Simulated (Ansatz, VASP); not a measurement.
# One calculation of SnGe2Te3, two programs

```
CELL_PARAMETERS angstrom
4.33818 0.00000 0.00000
-2.16909 3.75697 0.00000
0.00000 0.00000 21.34565
ATOMIC_POSITIONS crystal
Sn 0.00000 0.00000 0.25000
Sn 0.00000 0.00000 0.75000
Ge 0.66667 0.33333 0.42051
Ge 0.66667 0.33333 0.92051
Ge 0.33333 0.66667 0.07949
Ge 0.33333 0.66667 0.57949
Te 0.33333 0.66667 0.34143
Te 0.33333 0.66667 0.84143
Te 0.66667 0.33333 0.15857
Te 0.66667 0.33333 0.65857
Te 0.00000 0.00000 0.00000
Te 0.00000 0.00000 0.50000
```

Alike in both runs: task single point; functional PBE; k mesh 6 × 6 × 1; occupations gaussian, width 0.2 eV; no spin polarisation.

|  | VASP | Ansatz |
| --- | --- | --- |
| version | VASP 6.6.1 | Ansatz 0.2.0 |
| potentials or method | VASP PAW PBE potentials, release 64 (Sn_d, Ge_d, Te), cutoff 520 eV | scalar-relativistic, plane waves, PAW |
| valence electrons in the cell | 120 | 180 |

Ansatz gave:

* gap on the k mesh at the Fermi level (eV): 0.27
* least direct gap on the mesh (eV): 0.31
* pressure (GPa): 0.2
* traceless stress, the component that is largest in VASP (GPa): 0.16
* rms of the force components (eV/Å): 0.005

**Question.** What did VASP give for the same quantities?

**Answer.** gap on the k mesh at the Fermi level (eV): 0.26; least direct gap on the mesh (eV): 0.30; pressure (GPa): 0.2; traceless stress, the component that is largest in VASP (GPa): 0.16; rms of the force components (eV/Å): 0.005.

Atom by atom the forces differ by 0.000 eV/Å (rms over components). The functional is the same, so the differences come from potentials, cutoffs and numerics. VASP's potentials hold 120 valence electrons a cell and Ansatz's 180, so a difference there can come from the potentials and not from the codes.

Neither program's run includes spin-orbit coupling.
